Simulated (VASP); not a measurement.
Write the native input for VASP 6.6.1 that does the following.

| Quantity | Value |
| --- | --- |
| Task | relaxation of cell and atoms |
| Functional | PBE |
| Potentials or basis | VASP PAW PBE potentials, release 64 (Sb) |
| Cutoff | 600 eV |
| k mesh | 6 × 6 × 6 |
| Occupations | gaussian, width 0.02 eV |
| Spin | no spin polarisation |
| Dipole correction | no |
| Further INCAR settings | ALGO = Normal; EDIFF = 1e-07; IBRION = 2; EDIFFG = -0.01; NSW = 100; ISIF = 3 |

The structure of Sb lies in POSCAR:

```
Sb
1.0
    0.0000000000      4.7577753591      4.7577753591
    4.7577753591      0.0000000000      4.7577753591
    4.7577753591      4.7577753591      0.0000000000
Sb
4
Direct
    0.8565931243      0.4302206271      0.8565931243
    0.8565931243      0.8565931243      0.8565931243
    0.4302206271      0.8565931243      0.8565931243
    0.8565931243      0.8565931243      0.4302206271
```

The cell was generated, and may not be a known phase.

These files were run (other wordings do the same):

INCAR

```
PREC = Accurate ; ENCUT = 600
EDIFF = 1E-7 ; ISMEAR = 0
SIGMA = 0.02 ; LREAL = False
LASPH = True ; NELM = 100
ALGO = Normal ; ISIF = 3
LWAVE = False ; LCHARG = False
GGA = PE ; IBRION = 2
NSW = 100 ; EDIFFG = -0.01
```

KPOINTS

```
regular mesh
0
Gamma
  6 6 6
```

Potentials or basis: VASP PAW PBE potentials, release 64 (Sb).

Command:

```bash
$ cat potpaw_PBE.64/Sb/POTCAR > POTCAR
$ mpirun -np 1 vasp_std > vasp.out
```

Results of the run:

```json
{
  "Relaxed volume": "53.94 Å³/atom",
  "Relaxed cell": "a = 6.732 Å, b = 6.732 Å, c = 6.732 Å, α = 60.00°, β = 60.00°, γ = 60.00°",
  "Space group after relaxing (to 0.1 Å)": "F-43m (No. 216)",
  "Energy gained by relaxing": "0.1 meV/atom",
  "Ionic steps": "3",
  "Pressure after relaxing": "0.0 GPa",
  "Largest force after relaxing": "0.007 eV/Å",
  "Band gap on the k mesh": "1.50 eV (least direct gap 1.59 eV)"
}
```

Caveat: spin-orbit coupling is left out, which moves the levels of the heavy elements.

Run time: 2.6 min on 1 thread of AMD EPYC 7R13 Processor (Zen 3), on a shared host, peak memory 0.39 GiB.
